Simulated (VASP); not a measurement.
Write the native input for VASP 6.6.1 that does the following.

```yaml
Task: single point
Functional: PBEsol
Potentials_or_basis: VASP PAW PBE potentials, release 64 (Mg, O)
Cutoff: 520 eV
k_mesh: 12 × 12 × 12
Occupations: gaussian, width 0.05 eV
Spin: no spin polarisation
Dipole_correction: no
Further_INCAR_settings: ALGO = Normal; EDIFF = 1e-07; NBANDS = 14
```

The structure of MgO2 lies in POSCAR:

```
MgO2
1.0
    1.6047610160      0.9265092046      3.4939788749
   -1.6047610160      0.9265092046      3.4939788749
    0.0000000000     -1.8530184092      3.4939788749
Mg O
1 2
Direct
    0.0000000000      0.0000000000      0.0000000000
    0.4383262218      0.4383262218      0.4383262218
    0.5616737782      0.5616737782      0.5616737782
```

This cell differs from its parent crystal: mode 9 (885.4 1/cm) frozen in, largest displacement +0.100 Å.

These files were run (other wordings do the same):

INCAR

```
SYSTEM = MgO2
PREC = Accurate ; ENCUT = 520
EDIFF = 1E-7 ; ISMEAR = 0
SIGMA = 0.05 ; LREAL = .False.
LASPH = .True. ; NELM = 60
ALGO = Normal ; ISIF = 2
LWAVE = .False. ; LCHARG = .True.
GGA = PS ; LELF = .True.
LVHAR = .True. ; NBANDS = 14
```

KPOINTS

```
regular mesh
0
Gamma
  12 12 12
  0 0 0
```

Potentials or basis: VASP PAW PBE potentials, release 64 (Mg, O).

Launch:

```bash
$ cat potpaw_PBE.64/Mg/POTCAR potpaw_PBE.64/O/POTCAR > POTCAR
$ mpirun -np 1 vasp_std > vasp.out
```

It gave:

```yaml
Pressure: 8.0 GPa
Largest_force: 8.484 eV/Å
Band_gap_on_the_k_mesh: 2.97 eV, indirect (least direct gap 3.10 eV)
```

Caveat: the cell differs from its parent crystal (mode 9 (885.4 1/cm) frozen in, largest displacement +0.100 Å); the PAW data sets were made with another functional, which shifts forces and pressure a little.

Wall time 86 s on 1 thread of Intel Xeon 6975P-C (shared host), peak memory 0.23 GiB.
